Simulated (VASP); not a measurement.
# B (P2/m) in VASP: relaxation of cell and atoms with PBE

Aim: the relaxation of cell and atoms of B with PBE.

Program: VASP 6.6.1. These are calculated values, not measurements. Logs are shortened: lines on timing, memory, paths and dates and some standing lists are left out, and cuts for length are marked.

### Step 1. The cell of the first run

Symmetry: P2/m, No. 10, monoclinic system. The conventional cell has a = 1.766 Å, b = 2.090 Å, c = 2.047 Å, α = 90.00°, β = 110.18°, γ = 90.00°. B (site symmetry 2/m) has 8 B at 1.77 to 2.19 Å within 2.3 Å.

The cell was generated, and may not be a known phase.

### Step 2. Relaxation of cell and atoms, PBE

Contents of INCAR:

```
PREC = Accurate
ENCUT = 1230
EDIFF = 1E-7
ISMEAR = 0
SIGMA = 0.1
LREAL = False
LASPH = True
NELM = 120
ALGO = Normal
ISIF = 3
LWAVE = False
LCHARG = False
GGA = PE
IBRION = 2
NSW = 90
EDIFFG = -0.04
GGA_COMPAT = False
NELMIN = 4
```

Contents of KPOINTS:

```
regular mesh
0
Gamma
  10 8 8
```

Contents of POSCAR:

```
B
1.0
    1.7656872500      0.0000000000      0.0000000000
    0.0000000000      2.0904689100      0.0000000000
   -0.7062761400      0.0000000000      1.9213275100
B
1
Direct
    0.0000000000      0.5000000000      0.5000000000
```

Potentials or basis: VASP PAW PBE potentials, release 64 (B_h).

Command:

```console
> cat potpaw_PBE.64/B_h/POTCAR > POTCAR
> mpirun -np 1 vasp_std > vasp.out
```

OUTCAR:

```text
PREC = Accurate
   ENCUT = 1230
   EDIFF = 1E-7
   ISMEAR = 0
   LREAL = False
   LASPH = True
   NELM = 120
   ISIF = 3
   GGA = PE
   IBRION = 2
   NSW = 90
   EDIFFG = -0.04
   NELMIN = 4

 ion  position               nearest neighbor table
   1  0.000  0.500  0.500-

  LATTYP: Found a simple monoclinic cell.
 ALAT       =     1.7656872500
 B/A-ratio  =     1.1839406497
 C/A-ratio  =     1.1593380585
 COS(beta)  =    -0.3450250765

  Lattice vectors:

 A1 = (   1.7656872500,   0.0000000000,   0.0000000000)
 A2 = (   0.0000000000,   2.0904689100,   0.0000000000)
 A3 = (  -0.7062761400,   0.0000000000,   1.9213275100)

Analysis of symmetry for initial positions (statically):
=====================================================================
 Subroutine PRICEL returns:
 Original cell was already a primitive cell.

 Routine SETGRP: Setting up the symmetry group for a
 simple monoclinic supercell.

 Subroutine GETGRP returns: Found  4 space group operations
 (whereof  4 operations were pure point group operations)
 out of a pool of  4 trial point group operations.

The static configuration has the point symmetry C_2h.

Analysis of symmetry for dynamics (positions and initial velocities):
=====================================================================
 Subroutine PRICEL returns:
 Original cell was already a primitive cell.

 Routine SETGRP: Setting up the symmetry group for a
 simple monoclinic supercell.

 Subroutine GETGRP returns: Found  4 space group operations
 (whereof  4 operations were pure point group operations)
 out of a pool of  4 trial point group operations.

The dynamic configuration has the point symmetry C_2h.

 Subroutine INISYM returns: Found  4 space group operations
 (whereof  4 operations are pure point group operations),
 and found     1 'primitive' translations

----------------------------------------------------------------------------------------

                                     Primitive cell

  volume of cell :       7.0918

  direct lattice vectors                    reciprocal lattice vectors
     1.765687250  0.000000000  0.000000000     0.566351714  0.000000000  0.208189754
     0.000000000  2.090468910  0.000000000     0.000000000  0.478361575  0.000000000
    -0.706276140  0.000000000  1.921327510     0.000000000  0.000000000  0.520473472

  length of vectors
     1.765687250  2.090468910  2.047028428     0.603404705  0.478361575  0.520473472

  position of ions in fractional coordinates (direct lattice)
     0.000000000  0.500000000  0.500000000

  ion indices of the primitive-cell ions
   primitive index   ion index
                 1           1

----------------------------------------------------------------------------------------

 KPOINTS: regular mesh

Automatic generation of k-mesh.
 Grid dimensions read from file:
 generate k-points for:   10    8    8

 Generating k-lattice:

  Cartesian coordinates                     Fractional coordinates (reciprocal lattice)
     0.056635171  0.000000000  0.020818975     0.100000000  0.000000000  0.000000000
     0.000000000  0.059795197  0.000000000     0.000000000  0.125000000  0.000000000
     0.000000000  0.000000000  0.065059184     0.000000000  0.000000000  0.125000000

  Length of vectors
     0.060340470  0.059795197  0.065059184

  Shift w.r.t. Gamma in fractional coordinates (k-lattice)
     0.000000000  0.000000000  0.000000000

 Subroutine IBZKPT returns following result:
 ===========================================

 Found    210 irreducible k-points:

 Following reciprocal coordinates:
            Coordinates               Weight
  0.000000  0.000000  0.000000      1.000000
  0.100000  0.000000 -0.000000      2.000000
  0.200000  0.000000 -0.000000      2.000000
  0.300000  0.000000 -0.000000      2.000000
  0.400000  0.000000 -0.000000      2.000000
  0.500000  0.000000 -0.000000      1.000000
[... 16 lines left out ...]
  0.400000  0.375000 -0.000000      4.000000
  0.500000  0.375000 -0.000000      2.000000
 [... further k-points ...]
   k-points           NKPTS =    210   k-points in BZ     NKDIM =    210   number of bands    NBANDS=      5
   number of dos      NEDOS =    301   number of ions     NIONS =      1
   total plane-waves  NPLWV =  11520
   dimension x,y,z NGX =    20 NGY =   24 NGZ =   24
   dimension x,y,z NGXF=    40 NGYF=   48 NGZF=   48
   ions per type =               1
   NGX,Y,Z   is equivalent  to a cutoff of  18.83, 19.09, 19.49 a.u.
   NGXF,Y,Z  is equivalent  to a cutoff of  37.66, 38.17, 38.98 a.u.
 SYSTEM =  unknown system
   PREC   = accura    normal or accurate (medium, high low for compatibility)
   ISTART =      0    job   : 0-new  1-cont  2-samecut
   ICHARG =      2    charge: 1-file 2-atom 10-const
   ISPIN  =      1    spin polarized calculation?
   LNONCOLLINEAR =      F non collinear calculations
   LSORBIT =      F    spin-orbit coupling
   LASPH  =      T    aspherical Exc in radial PAW
   ENCUT  = 1230.0 eV  90.40 Ry    9.51 a.u.   5.05  5.98  5.85*2*pi/ulx,y,z
   NELM   =    120;   NELMIN=  4; NELMDL= -5     # of ELM steps
   EDIFF  = 0.1E-06   stopping-criterion for ELM
   LREAL  =      F    real-space projection
   EDIFFG = -.4E-01   stopping-criterion for IOM
   NSW    =     90    number of steps for IOM
   IBRION =      2    ionic relax: 0-MD 1-quasi-New 2-CG
   NFREE  =      1    steps in history (QN), initial steepest desc. (CG)
   ISIF   =      3    stress and relaxation
   ISYM   =      2    0-nonsym 1-usesym 2-fastsym
   POTIM  = 0.5000    time-step for ionic-motion
   TEBEG  =    0.0;   TEEND  =   0.0 temperature during run
   PSTRESS=    0.0 pullay stress
   NELECT =       3.0000    total number of electrons
   NUPDOWN=      -1.0000    fix difference up-down
   EMIN   =  10.00;   EMAX   =-10.00  energy-range for DOS
   EFERMI =   0.00;   METHOD = LEGACY
   ISMEAR =     0;   SIGMA  =   0.10  broadening in eV -4-tet -1-fermi 0-gaus
   EFERMI_NEDOS =   21; number of points for ismear=-14 and -15
   IALGO  =     38    algorithm
   IMIX   =      4    mixing-type and parameters
     AMIX     =   0.40;   BMIX     =  1.00
     AMIX_MAG =   1.60;   BMIX_MAG =  1.00
  volume/ion in A,a.u.               =       7.09        47.86
  Fermi-wavevector in a.u.,A,eV,Ry     =   1.228935  2.322351 20.548627  1.510281
  Thomas-Fermi vector in A             =   2.363842
   LORBIT       =      0    0 simple, 1 ext, 2 COOP (PROOUT), +10 PAW based schemes
   GGA     = PE    functional components
   LHFCALC =     F    Hartree Fock is set to
   AEXX    =    0.0000 exact exchange contribution
   IVDW    =     0    specifies the selected vdW correction
   LEPSILON=     F    determine dielectric tensor
   LRPA    =     F    only Hartree local field effects (RPA)
 conjugate gradient relaxation of ions
 non-spin polarized calculation
 Gauss-broadening in eV      SIGMA  =   0.10
  energy-cutoff  :     1230.00
  volume of cell :        7.09
 maximum number of plane-waves:       712
   NGX = 11   NGY = 11   NGZ = 11

--------------------------------------- Ionic step        1  -------------------------------------------

 number of electron       3.0000000 magnetization

 Free energy of the ion-electron system (eV)
  ---------------------------------------------------
  ext. energy  EPLUGINS =         0.00000000
  ---------------------------------------------------
  free energy    TOTEN  =        -5.61904214 eV

  energy without entropy =       -5.61750323  energy(sigma->0) =       -5.61827268

------------------------ aborting loop because EDIFF is reached ----------------------------------------

  FORCE on cell =-STRESS in cart. coord.  units (eV):
  Direction    XX          YY          ZZ          XY          YZ          ZX
  --------------------------------------------------------------------------------------
  -------------------------------------------------------------------------------------
  Total       -1.4959054      0.4719201     -1.1668835      0.0000000      0.0000000      0.4587177
  in kB     -337.9526299    106.6154558   -263.6205080      0.0000000      0.0000000    103.6327795
  external PRESSURE =    -164.9858940 kB  Pullay stress =       0.0000000 kB
[... 86 lines left out ...]
  FREE ENERGIE OF THE ION-ELECTRON SYSTEM (eV)
  ---------------------------------------------------
  free  energy   TOTEN  =        -5.7073453073 eV

  energy  without entropy=       -5.7058653167  energy(sigma->0) =       -5.70660531

 E-fermi :  10.0555     XC(G=0): -12.2629

 val. band max:        9.9645064636   @ k =   0.5000   0.0000  -0.0000
 cond. band min:      10.1296761675   @ k =  -0.1000   0.0000   0.3750
 fundamental gap:      0.1651697039
 Fermi energy:        10.0555123400

 k-point     1 :       0.0000    0.0000    0.0000
  band No.  band energies     occupation
      1      -7.0819      2.00000
      2      12.1363      0.00000
      3      22.2370      0.00000
      4      24.0914      0.00000
      5      34.5628      0.00000

 k-point     2 :       0.1000    0.0000   -0.0000
  band No.  band energies     occupation
      1      -6.5830      2.00000
      2      12.7149      0.00000
      3      22.0776      0.00000
      4      24.0290      0.00000
      5      31.8280      0.00000
[... 169 lines left out ...]
 k-point    24 :       0.5000    0.3750   -0.0000
  band No.  band energies     occupation
      1       4.1138      2.00000
      2      12.0470      0.00000
      3      16.6016      0.00000
      4      20.7372      0.00000
      5      21.7521      0.00000

 [... further k-points ...]

[... ionic steps 4 to 59 ...]

--------------------------------------- Ionic step       60  -------------------------------------------

 number of electron       3.0000000 magnetization

------------------------ aborting loop because EDIFF is reached ----------------------------------------

  FORCE on cell =-STRESS in cart. coord.  units (eV):
  Direction    XX          YY          ZZ          XY          YZ          ZX
  --------------------------------------------------------------------------------------
  -------------------------------------------------------------------------------------
  Total       -0.1283061     -0.0268526     -0.0625376      0.0000000      0.0000000      0.0041365
  in kB      -22.5195721     -4.7130154    -10.9762479      0.0000000      0.0000000      0.7260212
  external PRESSURE =     -12.7362785 kB  Pullay stress =       0.0000000 kB
[... 55 lines left out ...]
  energy  without entropy=       -5.9297423624  energy(sigma->0) =       -5.93000889

--------------------------------------- Ionic step       62  -------------------------------------------

 number of electron       3.0000000 magnetization

 Free energy of the ion-electron system (eV)
  ---------------------------------------------------
  ext. energy  EPLUGINS =         0.00000000
  ---------------------------------------------------
  free energy    TOTEN  =        -5.93046848 eV

  energy without entropy =       -5.92992281  energy(sigma->0) =       -5.93019564

 E-fermi :   6.3742     XC(G=0): -10.5012

 val. band max:        6.3191083608   @ k =  -0.3000   0.0000   0.1250
 cond. band min:       6.4424406159   @ k =   0.1000   0.3750   0.3750
 fundamental gap:      0.1233322551
 Fermi energy:         6.3742386256

 k-point     1 :       0.0000    0.0000    0.0000
  band No.  band energies     occupation
      1      -9.5899      2.00000
      2       1.5516      2.00000
      3      10.2441      0.00000
      4      25.4882      0.00000
      5      32.7347      0.00000

 k-point     2 :       0.1000    0.0000   -0.0000
  band No.  band energies     occupation
      1      -9.1019      2.00000
      2       2.2131      2.00000
      3      10.7919      0.00000
      4      24.7920      0.00000
      5      30.1790      0.00000
[... 169 lines left out ...]
 k-point    24 :       0.5000    0.3750   -0.0000
  band No.  band energies     occupation
      1      -0.5701      2.00000
      2       9.6195      0.00000
      3      13.0277      0.00000
      4      18.9145      0.00000
      5      19.2226      0.00000

 [... further k-points ...]
[... 5 lines left out ...]
  --------------------------------------------------------------------------------------
  -------------------------------------------------------------------------------------
  Total        0.0188597     -0.0252600     -0.0257210      0.0000000      0.0000000      0.0000375
  in kB        3.3243075     -4.4524511     -4.5337028      0.0000000      0.0000000      0.0066069
  external PRESSURE =      -1.8872821 kB  Pullay stress =       0.0000000 kB
[... 16 lines left out ...]
  FREE ENERGIE OF THE ION-ELECTRON SYSTEM (eV)
  ---------------------------------------------------
  free  energy   TOTEN  =        -5.9304684798 eV

  energy  without entropy=       -5.9299228086  energy(sigma->0) =       -5.93019564

 reached required accuracy - stopping structural energy minimisation
```

Wall time 3.5 min (1 thread of Intel Xeon Platinum 8488C (Sapphire Rapids), shared host); peak memory 0.15 GiB.

Results:

- Free energy: -5.9305 eV
- Relaxed volume: 9.09 Å³/atom
- Relaxed cell: a = 1.635 Å, b = 3.357 Å, c = 1.849 Å, α = 90.00°, β = 116.39°, γ = 90.00°
- Space group after relaxing (to 0.1 Å): Cmmm (No. 65)
- Energy gained by relaxing: 311.4 meV/atom
- Ionic steps: 62
- Pressure after relaxing: -0.2 GPa
- Band gap on the k mesh: zero (an odd number of electrons rules out a gap without spin polarisation)

The path:
| step | energy change (eV) | largest force (eV/Å) | pressure (GPa) | volume (Å³) |
| --- | --- | --- | --- | --- |
| 1 | 0.0000 | 0.0000 | -16.50 | 7.09 |
| 3 | -0.0883 | 0.0000 | 8.58 | 6.51 |
| 5 | -0.1171 | 0.0000 | 6.32 | 6.67 |
| 7 | -0.1356 | 0.0000 | -2.34 | 6.89 |
| 9 | -0.1425 | 0.0000 | -0.38 | 6.79 |
| 11 | -0.1462 | 0.0000 | 5.36 | 6.60 |
| 13 | -0.1521 | 0.0000 | 4.82 | 6.67 |
| 15 | -0.1552 | 0.0000 | 3.98 | 6.73 |
| 17 | -0.1612 | 0.0000 | -1.01 | 6.98 |
| 19 | -0.1616 | 0.0000 | 0.02 | 6.96 |
| 21 | -0.1618 | 0.0000 | 0.13 | 6.97 |
| 23 | -0.1620 | 0.0000 | -0.18 | 6.98 |
| 25 | -0.1634 | 0.0000 | -0.24 | 7.01 |
| 27 | -0.1598 | 0.0000 | -0.87 | 7.09 |
| 29 | -0.1651 | 0.0000 | -0.20 | 7.04 |
| 31 | -0.1652 | 0.0000 | -0.20 | 7.05 |
| 33 | -0.1652 | 0.0000 | -0.20 | 7.05 |
| 35 | -0.1655 | 0.0000 | -0.14 | 7.05 |
| 37 | -0.1667 | 0.0000 | 0.10 | 7.05 |
| 39 | -0.1709 | 0.0000 | 1.07 | 7.06 |
| 41 | -0.1800 | 0.0000 | 5.44 | 7.09 |
| 43 | -0.1818 | 0.0000 | 9.28 | 7.10 |
| 45 | -0.2018 | 0.0000 | 4.39 | 7.39 |
| 47 | -0.2161 | 0.0000 | -0.78 | 7.92 |
| 49 | -0.2263 | 0.0000 | -0.66 | 8.30 |
| 51 | -0.2396 | 0.0000 | -0.80 | 8.61 |
| 53 | -0.2711 | 0.0000 | -3.03 | 9.36 |
| 55 | -0.2931 | 0.0000 | -3.15 | 9.14 |
| 57 | -0.3112 | 0.0000 | -1.29 | 9.13 |
| 59 | -0.3112 | 0.0000 | -1.16 | 9.13 |
| 61 | -0.3112 | 0.0000 | 0.86 | 9.05 |
| 62 | -0.3114 | 0.0000 | -0.19 | 9.09 |

Final structure:
```
CELL_PARAMETERS angstrom
1.63334 0.00000 -0.07919
0.00000 3.35678 0.00000
-0.74055 0.00000 1.69375
ATOMIC_POSITIONS crystal
B 0.00000 0.50000 0.50000
```

Caveat: the k points lie up to 0.47 Å⁻¹ apart in the final cell, too coarse for converged energies and pressures of a metal; the volume moved by over 15 % at a fixed basis, so the end points are rough; an odd number of electrons without spin polarisation forces a metal; a magnetic or distorted state may lie lower.

The gap in the log of VASP goes by the Fermi energy; the results here count the filled bands.